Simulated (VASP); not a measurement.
Set up this calculation in VASP 6.6.1, as the native input.

```
Task                   : single point
Functional             : r2SCAN
Dispersion             : rVV10
Potentials or basis    : VASP PAW PBE potentials, release 64 (Pb_d, Se)
Cutoff                 : 520 eV
k mesh                 : 8 × 8 × 8
Occupations            : fermi-dirac, width 0.05 eV
Spin                   : no spin polarisation
Dipole correction      : no
Further INCAR settings : ALGO = Normal; EDIFF = 1e-07; NBANDS = 17
```

Crystal: PbSe (Clausthalite).

```
Pb Se
1.0
     0.00000    3.10093    3.10093
     3.10093    0.00000    3.10093
     3.10093    3.10093    0.00000
Pb Se
1 1
Direct
  0.00000 0.00000 0.00000
  0.50000 0.50000 0.50000
```

These files were run (other wordings do the same):

POSCAR

```
PbSe
1.0
    0.0000000000      3.1009263293      3.1009263293
    3.1009263293      0.0000000000      3.1009263293
    3.1009263293      3.1009263293      0.0000000000
Pb Se
1 1
Direct
    0.0000000000      0.0000000000      0.0000000000
    0.5000000000      0.5000000000      0.5000000000
```

INCAR.step1

```
SYSTEM = PbSe
PREC = Accurate ; ENCUT = 520
ISMEAR = -1 ; SIGMA = 0.05
LREAL = .FALSE. ; LASPH = .TRUE.
NELM = 60 ; NBANDS = 17
GGA = PE ; ALGO = Normal
EDIFF = 1E-4 ; LWAVE = .TRUE.
LCHARG = .FALSE.
```

INCAR.step2

```
SYSTEM = PbSe
PREC = Accurate ; ENCUT = 520
EDIFF = 1E-7 ; ISMEAR = -1
SIGMA = 0.05 ; LREAL = .FALSE.
LASPH = .TRUE. ; NELM = 60
ALGO = Normal ; ISIF = 2
LWAVE = .FALSE. ; LCHARG = .TRUE.
METAGGA = R2SCAN ; LMIXTAU = .TRUE.
LUSE_VDW = .TRUE. ; IVDW_NL = 2
BPARAM = 11.95 ; CPARAM = 0.0093
LELF = .TRUE. ; LVHAR = .TRUE.
NBANDS = 17 ; ISTART = 1
```

KPOINTS

```
regular mesh
0
G
  8 8 8
  0 0 0
```

Potentials or basis: VASP PAW PBE potentials, release 64 (Pb_d, Se).

Launch:

```bash
$ cat potpaw_PBE.64/Pb_d/POTCAR potpaw_PBE.64/Se/POTCAR > POTCAR
$ cp INCAR.step1 INCAR
$ mpirun -np 1 vasp_std > vasp.out
$ cp INCAR.step2 INCAR
$ mpirun -np 1 vasp_std > vasp.out
```

It gave:

```yaml
Pressure: -1.4 GPa
Band_gap_on_the_k_mesh: 0.67 eV, direct
```

Caveat: the PAW data sets were made with another functional, which shifts forces and pressure a little; spin-orbit coupling is left out, which moves the levels of the heavy elements.

It took 3.4 min on 1 thread of Intel(R) Xeon(R) Platinum 8259CL CPU @ 2.50GHz (Skylake/Cascade Lake), with other jobs on the host, peak memory 0.41 GiB.
